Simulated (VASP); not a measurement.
# K8Mg9F24 (a cell with a defect) in VASP: single point with PBEsol

Aim: the single point of K8Mg9F24 (a cell with a defect) with PBEsol.

Program: VASP 6.6.1. These are calculated values, not measurements. Logs are shortened: lines on timing, memory, paths and dates and some standing lists are left out, and cuts for length are marked.

**1. The cell of the first run**

The cell holds a defect, 41 atoms: a = 7.983 Å, b = 7.983 Å, c = 7.983 Å, α = 90.00°, β = 90.00°, γ = 90.00°.

**2. Single point, PBEsol**

Input file INCAR:

```
PREC = Accurate
ENCUT = 520
EDIFF = 1E-6
ISMEAR = -1
SIGMA = 0.05
LREAL = Auto
LASPH = True
NELM = 120
ALGO = Normal
ISIF = 2
LWAVE = False
LCHARG = True
GGA = PS
LELF = True
LVHAR = True
NBANDS = 155
NELECT = 256.0
ISYM = -1
GGA_COMPAT = False
```

Input file KPOINTS:

```
explicit points
1
Reciprocal
  0.25000000   0.25000000   0.25000000 1
```

Input file POSCAR:

```
K8Mg9F24
1.0
    7.9825440000      0.0000000000      0.0000000000
    0.0000000000      7.9825440000      0.0000000000
    0.0000000000      0.0000000000      7.9825440000
K Mg F
8 9 24
Direct
    0.9973990000      0.0129760000      0.9935510000
    0.9447660000      0.0123540000      0.4929570000
    0.9971940000      0.5118180000      0.9936530000
    0.9973360000      0.5119420000      0.4932590000
    0.5138990000      0.0126430000      0.9935570000
    0.5732580000      0.0128310000      0.4937630000
    0.5128040000      0.5122180000      0.9934710000
    0.5139440000      0.5121240000      0.4936760000
    0.2552680000      0.2726980000      0.2332620000
    0.2553240000      0.2727090000      0.7537420000
    0.2552480000      0.7522240000      0.2332460000
    0.2552900000      0.7522040000      0.7537030000
    0.7555600000      0.2667040000      0.2392000000
    0.7555980000      0.2667130000      0.7477290000
    0.7553360000      0.7582040000      0.2392030000
    0.7554070000      0.7582160000      0.7476950000
    0.2606020000      0.0124530000      0.4935390000
    0.2575660000      0.2566720000      0.9935020000
    0.2574720000      0.7682570000      0.9934830000
    0.2533900000      0.7781620000      0.4934920000
    0.7534390000      0.2643730000      0.9934650000
    0.7577270000      0.2657460000      0.4934740000
    0.7533010000      0.7605420000      0.9934460000
    0.7573460000      0.7591570000      0.4934530000
    0.0080350000      0.2583420000      0.2473070000
    0.0080270000      0.2588900000      0.7397290000
    0.0078990000      0.7665510000      0.2473570000
    0.0079770000      0.7659890000      0.7396490000
    0.2534930000      0.2467180000      0.4935220000
    0.5026420000      0.2537850000      0.7349900000
    0.5025560000      0.7706060000      0.2518520000
    0.5025590000      0.7711500000      0.7350050000
    0.2538030000      0.0124410000      0.2592260000
    0.2532260000      0.0124330000      0.7278050000
    0.2572520000      0.5124880000      0.2493530000
    0.2578240000      0.5124800000      0.7376570000
    0.7572420000      0.0124440000      0.2401160000
    0.7578420000      0.0124540000      0.7467670000
    0.7535950000      0.5124640000      0.2415220000
    0.7531640000      0.5124830000      0.7453760000
    0.5026440000      0.2542880000      0.2519160000
```

Potentials or basis: VASP PAW PBE potentials, release 64 (K_sv, Mg, F).

On the command line:

```
$ cat potpaw_PBE.64/K_sv/POTCAR potpaw_PBE.64/Mg/POTCAR potpaw_PBE.64/F/POTCAR > POTCAR
$ mpirun -np 1 vasp_std > vasp.out
```

OUTCAR:

```text
PREC = Accurate
   ENCUT = 520
   EDIFF = 1E-6
   ISMEAR = -1
   LREAL = Auto
   LASPH = True
   NELM = 120
   ISIF = 2
   GGA = PS
   NELECT = 256.0
   ISYM = -1

 ion  position               nearest neighbor table
   1  0.997  0.013  0.994-  38 2.75  37 2.75  21 2.80  23 2.80  25 2.82  26 2.82  27 2.83  28 2.83
                            18 2.85  19 2.85  13 3.42  14 3.42  15 3.42  16 3.42   9 3.49  10 3.49
   2  0.945  0.012  0.493-  37 2.51  22 2.51  24 2.51  38 2.52  17 2.52  27 2.82  25 2.82  28 2.83
                            26 2.83   6 2.97  15 3.24  13 3.24  16 3.25  14 3.25
   3  0.997  0.512  0.994-  21 2.77  39 2.77  40 2.78  23 2.78  13 3.38  14 3.38  15 3.38  16 3.38
                             9 3.40  10 3.40  11 3.40  12 3.41
   4  0.997  0.512  0.493-  22 2.74  24 2.75  39 2.80  40 2.80  26 2.82  25 2.82  28 2.83  27 2.83
                            35 2.85  36 2.85  13 3.42  14 3.42  15 3.42  16 3.42   9 3.49  10 3.49
   5  0.514  0.013  0.994-  37 2.77  38 2.77  21 2.77  23 2.78  30 2.82  18 2.83  41 2.83  32 2.83
                            31 2.83  19 2.83  13 3.42  15 3.42  14 3.42  16 3.42   9 3.50  10 3.50
   6  0.573  0.013  0.494-  17 2.50  22 2.50  38 2.50  37 2.50  24 2.50  30 2.78  32 2.78  41 2.79
                            31 2.79   2 2.97  14 3.21  13 3.22  16 3.22  15 3.22
   7  0.513  0.512  0.993-  40 2.76  21 2.76  23 2.76  39 2.76  13 3.38  14 3.38  15 3.38  16 3.38
                            10 3.40   9 3.40  12 3.40  11 3.40
   8  0.514  0.512  0.494-  22 2.77  24 2.77  40 2.77  39 2.78  41 2.82  30 2.82  36 2.82  31 2.83
                            32 2.83  35 2.83  14 3.42  13 3.42  16 3.42  15 3.42  10 3.50   9 3.50
   9  0.255  0.273  0.233-  18 1.92  35 1.92  25 1.98  41 1.99  33 2.09  29 2.09  17 2.94   3 3.40
                             7 3.40   4 3.49   1 3.49   5 3.50   8 3.50
  10  0.255  0.273  0.754-  18 1.92  36 1.92  26 1.98  30 1.99  29 2.09  34 2.09  17 2.94   7 3.40
                             3 3.40   1 3.49   4 3.49   8 3.50   5 3.50
  11  0.255  0.752  0.233-  35 1.92  19 1.92  27 1.98  31 1.99  33 2.09  20 2.09  17 2.94   7 3.40
                             3 3.40   4 3.50   1 3.50   5 3.50   8 3.50
  12  0.255  0.752  0.754-  36 1.92  19 1.92  28 1.98  32 1.99  20 2.09  34 2.09  17 2.94   7 3.40
                             3 3.41   1 3.50   4 3.50   8 3.50   5 3.50
  13  0.756  0.267  0.239-  21 1.96  39 1.96  25 2.02  41 2.02  37 2.03  22 2.03   6 3.22   2 3.24
                             3 3.38   7 3.38   4 3.42   1 3.42   5 3.42   8 3.42
  14  0.756  0.267  0.748-  21 1.96  40 1.96  26 2.02  30 2.02  22 2.03  38 2.03   6 3.21   2 3.25
                             3 3.38   7 3.38   8 3.42   1 3.42   4 3.42   5 3.42
  15  0.755  0.758  0.239-  39 1.96  23 1.96  27 2.02  31 2.02  37 2.03  24 2.03   6 3.22   2 3.24
                             3 3.38   7 3.38   5 3.42   8 3.42   4 3.42   1 3.42
  16  0.755  0.758  0.748-  40 1.96  23 1.96  28 2.02  32 2.02  24 2.03  38 2.03   6 3.22   2 3.25
                             3 3.38   7 3.38   8 3.42   5 3.42   1 3.42   4 3.42
  17  0.261  0.012  0.494-  29 1.87  34 1.87  20 1.87  33 1.87   6 2.50   2 2.52  12 2.94  10 2.94
                             9 2.94  11 2.94
  18  0.258  0.257  0.994-   9 1.92  10 1.92   5 2.83   1 2.85
  19  0.257  0.768  0.993-  11 1.92  12 1.92   5 2.83   1 2.85
  20  0.253  0.778  0.493-  17 1.87  12 2.09  11 2.09
  21  0.753  0.264  0.993-  13 1.96  14 1.96   7 2.76   3 2.77   5 2.77   1 2.80
  22  0.758  0.266  0.493-  14 2.03  13 2.03   6 2.50   2 2.51   4 2.74   8 2.77
  23  0.753  0.761  0.993-  16 1.96  15 1.96   7 2.76   5 2.78   3 2.78   1 2.80
  24  0.757  0.759  0.493-  16 2.03  15 2.03   6 2.50   2 2.51   4 2.75   8 2.77
  25  0.008  0.258  0.247-   9 1.98  13 2.02   1 2.82   2 2.82   4 2.82
  26  0.008  0.259  0.740-  10 1.98  14 2.02   4 2.82   1 2.82   2 2.83
  27  0.008  0.767  0.247-  11 1.98  15 2.02   2 2.82   1 2.83   4 2.83
  28  0.008  0.766  0.740-  12 1.98  16 2.02   4 2.83   2 2.83   1 2.83
  29  0.253  0.247  0.494-  17 1.87  10 2.09   9 2.09
  30  0.503  0.254  0.735-  10 1.99  14 2.02   6 2.78   8 2.82   5 2.82
  31  0.503  0.771  0.252-  11 1.99  15 2.02   6 2.79   8 2.83   5 2.83
  32  0.503  0.771  0.735-  12 1.99  16 2.02   6 2.78   5 2.83   8 2.83
  33  0.254  0.012  0.259-  17 1.87  11 2.09   9 2.09
  34  0.253  0.012  0.728-  17 1.87  12 2.09  10 2.09
  35  0.257  0.512  0.249-  11 1.92   9 1.92   8 2.83   4 2.85
  36  0.258  0.512  0.738-  12 1.92  10 1.92   8 2.82   4 2.85
  37  0.757  0.012  0.240-  15 2.03  13 2.03   6 2.50   2 2.51   1 2.75   5 2.77
  38  0.758  0.012  0.747-  16 2.03  14 2.03   6 2.50   2 2.52   1 2.75   5 2.77
  39  0.754  0.512  0.242-  15 1.96  13 1.96   7 2.76   3 2.77   8 2.78   4 2.80
  40  0.753  0.512  0.745-  16 1.96  14 1.96   7 2.76   8 2.77   3 2.78   4 2.80
  41  0.503  0.254  0.252-   9 1.99  13 2.02   6 2.79   8 2.82   5 2.83

IMPORTANT INFORMATION: All symmetrisations will be switched off!
NOSYMM: (Re-)initialisation of all symmetry stuff for point group C_1.

----------------------------------------------------------------------------------------

                                     Primitive cell

  volume of cell :     508.6558

  direct lattice vectors                    reciprocal lattice vectors
     7.982544000  0.000000000  0.000000000     0.125273346  0.000000000  0.000000000
     0.000000000  7.982544000  0.000000000     0.000000000  0.125273346  0.000000000
     0.000000000  0.000000000  7.982544000     0.000000000  0.000000000  0.125273346

  length of vectors
     7.982544000  7.982544000  7.982544000     0.125273346  0.125273346  0.125273346

  position of ions in fractional coordinates (direct lattice)
     0.997399000  0.012976000  0.993551000
     0.944766000  0.012354000  0.492957000
     0.997194000  0.511818000  0.993653000
     0.997336000  0.511942000  0.493259000
     0.513899000  0.012643000  0.993557000
     0.573258000  0.012831000  0.493763000
[... 33 lines left out ...]
     0.753164000  0.512483000  0.745376000
     0.502644000  0.254288000  0.251916000

  ion indices of the primitive-cell ions
   primitive index   ion index
                 1           1
                 2           2
                 3           3
                 4           4
                 5           5
                 6           6
[... 33 lines left out ...]
                40          40
                41          41

----------------------------------------------------------------------------------------

 KPOINTS: explicit points

Read explicit list of k-points.

 Found      1 k-points:

 Following reciprocal coordinates:
            Coordinates               Weight
  0.250000  0.250000  0.250000      1.000000
   k-points           NKPTS =      1   k-points in BZ     NKDIM =      1   number of bands    NBANDS=    155
   number of dos      NEDOS =    301   number of ions     NIONS =     41
   total plane-waves  NPLWV = 216000
   dimension x,y,z NGX =    60 NGY =   60 NGZ =   60
   dimension x,y,z NGXF=   120 NGYF=  120 NGZF=  120
   ions per type =               8   9  24
   NGX,Y,Z   is equivalent  to a cutoff of  12.50, 12.50, 12.50 a.u.
   NGXF,Y,Z  is equivalent  to a cutoff of  24.99, 24.99, 24.99 a.u.
 SYSTEM =  unknown system
   PREC   = accura    normal or accurate (medium, high low for compatibility)
   ISTART =      0    job   : 0-new  1-cont  2-samecut
   ICHARG =      2    charge: 1-file 2-atom 10-const
   ISPIN  =      1    spin polarized calculation?
   LNONCOLLINEAR =      F non collinear calculations
   LSORBIT =      F    spin-orbit coupling
   LASPH  =      T    aspherical Exc in radial PAW
   ENCUT  =  520.0 eV  38.22 Ry    6.18 a.u.  14.84 14.84 14.84*2*pi/ulx,y,z
   NELM   =    120;   NELMIN=  2; NELMDL= -5     # of ELM steps
   EDIFF  = 0.1E-05   stopping-criterion for ELM
   LREAL  =      T    real-space projection
   EDIFFG = 0.1E-04   stopping-criterion for IOM
   NSW    =      0    number of steps for IOM
   IBRION =     -1    ionic relax: 0-MD 1-quasi-New 2-CG
   NFREE  =      0    steps in history (QN), initial steepest desc. (CG)
   ISIF   =      2    stress and relaxation
   ISYM   =     -1    0-nonsym 1-usesym 2-fastsym
   POTIM  = 0.5000    time-step for ionic-motion
   TEBEG  =    0.0;   TEEND  =   0.0 temperature during run
   PSTRESS=    0.0 pullay stress
   NELECT =     256.0000    total number of electrons
   NUPDOWN=      -1.0000    fix difference up-down
   EMIN   =  10.00;   EMAX   =-10.00  energy-range for DOS
   EFERMI =   0.00;   METHOD = LEGACY
   ISMEAR =    -1;   SIGMA  =   0.05  broadening in eV -4-tet -1-fermi 0-gaus
   EFERMI_NEDOS =   21; number of points for ismear=-14 and -15
   IALGO  =     38    algorithm
   IMIX   =      4    mixing-type and parameters
     AMIX     =   0.40;   BMIX     =  1.00
     AMIX_MAG =   1.60;   BMIX_MAG =  1.00
  volume/ion in A,a.u.               =      12.41        83.72
  Fermi-wavevector in a.u.,A,eV,Ry     =   1.302207  2.460815 23.072000  1.695744
  Thomas-Fermi vector in A             =   2.433291
   LORBIT       =      0    0 simple, 1 ext, 2 COOP (PROOUT), +10 PAW based schemes
   GGA     = PS    functional components
   LHFCALC =     F    Hartree Fock is set to
   AEXX    =    0.0000 exact exchange contribution
   IVDW    =     0    specifies the selected vdW correction
   LEPSILON=     F    determine dielectric tensor
   LRPA    =     F    only Hartree local field effects (RPA)
 non-spin polarized calculation
  energy-cutoff  :      520.00
  volume of cell :      508.66
 maximum number of plane-waves:     13679
 NGX is ok and might be reduce to    60
   NGX = 29   NGY = 29   NGZ = 29

 number of electron     256.0000040 magnetization

 Free energy of the ion-electron system (eV)
  ---------------------------------------------------
  ext. energy  EPLUGINS =         0.00000000
  ---------------------------------------------------
  free energy    TOTEN  =      -207.91317169 eV

  energy without entropy =     -207.91317169  energy(sigma->0) =     -207.91317169

 E-fermi :  -0.2322     XC(G=0):  -9.9633

 val. band max:       -1.5345985976   @ k =   0.2500   0.2500   0.2500
 cond. band min:       5.6662603726   @ k =   0.2500   0.2500   0.2500
 fundamental gap:      7.2008589702
 Fermi energy:        -0.2321908841

 k-point     1 :       0.2500    0.2500    0.2500
  band No.  band energies     occupation
      1     -27.7609      2.00000
      2     -27.6020      2.00000
      3     -26.6872      2.00000
      4     -26.6684      2.00000
      5     -26.5528      2.00000
      6     -26.5519      2.00000
[... 132 lines left out ...]
    139       9.0727      0.00000
    140       9.1116      0.00000
 [bands above 140 left out]

------------------------ aborting loop because EDIFF is reached ----------------------------------------

  FORCE on cell =-STRESS in cart. coord.  units (eV):
  Direction    XX          YY          ZZ          XY          YZ          ZX
  --------------------------------------------------------------------------------------
  -------------------------------------------------------------------------------------
  Total       -3.0426530     -5.2848211     -5.2620957     -0.1844858     -0.1798013     -0.1754188
  in kB       -9.5838287    -16.6462689    -16.5746879     -0.5810983     -0.5663430     -0.5525389
  external PRESSURE =     -14.2682619 kB  Pullay stress =       0.0000000 kB

 VOLUME and BASIS-vectors are now :
 -----------------------------------------------------------------------------
  energy-cutoff  :      520.00
  volume of cell :      508.66
      direct lattice vectors                 reciprocal lattice vectors
     7.982544000  0.000000000  0.000000000     0.125273346  0.000000000  0.000000000
     0.000000000  7.982544000  0.000000000     0.000000000  0.125273346  0.000000000
     0.000000000  0.000000000  7.982544000     0.000000000  0.000000000  0.125273346

 POSITION                                       TOTAL-FORCE (eV/Angst)
 -----------------------------------------------------------------------------------
      7.96178      0.10358      7.93106         0.006300     -0.024845     -0.006615
      7.54164      0.09862      3.93505         0.062026     -0.012156      0.001613
      7.96014      4.08561      7.93188         0.001334      0.020076     -0.008239
      7.96128      4.08660      3.93746         0.009576      0.016935      0.004946
      4.10222      0.10092      7.93111        -0.011277     -0.008564     -0.004219
      4.57606      0.10242      3.94148        -0.057157     -0.005208     -0.001086
[... 33 lines left out ...]
      6.01216      4.09092      5.95000         0.005542     -0.009878      0.000611
      4.01238      2.02987      2.01093        -0.001698      0.000643      0.000702
 -----------------------------------------------------------------------------------
    total drift:                                0.000091     -0.013222      0.011224

  FREE ENERGIE OF THE ION-ELECTRON SYSTEM (eV)
  ---------------------------------------------------
  free  energy   TOTEN  =      -207.9131716935 eV

  energy  without entropy=     -207.9131716935  energy(sigma->0) =     -207.91317169
```

It took 4.3 min on 1 thread of Intel Xeon Platinum 8375C at 2.90GHz (Ice Lake), shared host; peak memory 0.49 GiB.

Results:

```
Free energy   : -207.9132 eV
Largest force : 0.063 eV/Å
```

Forces on the atoms (eV/Å):
```
K    0.006 -0.025 -0.007
K    0.062 -0.012  0.002
K    0.001  0.020 -0.008
K    0.010  0.017  0.005
K   -0.011 -0.009 -0.004
K   -0.057 -0.005 -0.001
K   -0.002  0.011 -0.003
K   -0.011  0.012 -0.005
Mg   0.009  0.005 -0.002
Mg  -0.001  0.005  0.003
Mg  -0.005 -0.005 -0.008
Mg  -0.009 -0.006  0.008
Mg  -0.010  0.009 -0.007
Mg  -0.001  0.008  0.007
Mg   0.002 -0.009 -0.012
Mg   0.011 -0.008  0.012
Mg  -0.006 -0.010  0.004
F   -0.006  0.001  0.004
F   -0.001 -0.001  0.002
F    0.004  0.005  0.001
F    0.004 -0.001  0.002
F    0.000  0.019  0.002
F    0.004  0.001  0.002
F   -0.004 -0.013  0.003
F    0.001 -0.001 -0.002
F    0.002  0.000 -0.003
F    0.002  0.002  0.004
F    0.002  0.003 -0.009
F    0.004 -0.002  0.000
F    0.001  0.002  0.003
F    0.000  0.000  0.001
F   -0.001 -0.001  0.002
F    0.001  0.005  0.005
F    0.006  0.006  0.000
F   -0.003 -0.010 -0.004
F   -0.004 -0.011  0.005
F   -0.004  0.010 -0.019
F   -0.002  0.007  0.017
F    0.002 -0.009  0.000
F    0.006 -0.010  0.001
F   -0.002  0.001  0.001
```

Caveat: the cell carries a net charge on a neutralising background, which shifts energy and pressure; the cell is charged against a uniform background, so pressure and absolute levels hang on convention; the PAW data sets were made with another functional, which shifts forces and pressure a little.
